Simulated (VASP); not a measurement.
Input of a VASP 6.6.1 run:

INCAR

```
PREC = Accurate ; ENCUT = 520
EDIFF = 1E-6 ; ISMEAR = -1
SIGMA = 0.05 ; LREAL = False
LASPH = True ; NELM = 100
ALGO = Normal ; ISIF = 2
LWAVE = False ; LCHARG = False
GGA = PE ; NBANDS = 14
```

KPOINTS

```
regular mesh
0
Gamma
  14 14 14
```

The input POSCAR:

```
AlNi
1.0
    2.7858363084      0.0000000000      0.0000000000
    0.0000000000      2.7858363084      0.0000000000
    0.0000000000      0.0000000000      2.7858363084
Ni Al
1 1
Direct
    0.0000000000      0.0000000000      0.0000000000
    0.5000000000      0.5000000000      0.5000000000
```

Potentials or basis: VASP PAW PBE potentials, release 64 (Ni, Al).

Run with:

```console
$ cat potpaw_PBE.64/Ni/POTCAR potpaw_PBE.64/Al/POTCAR > POTCAR
$ mpirun -np 1 vasp_std > vasp.out
```

(1) What does it give for the pressure?

Results:

(1) 23.1 GPa.
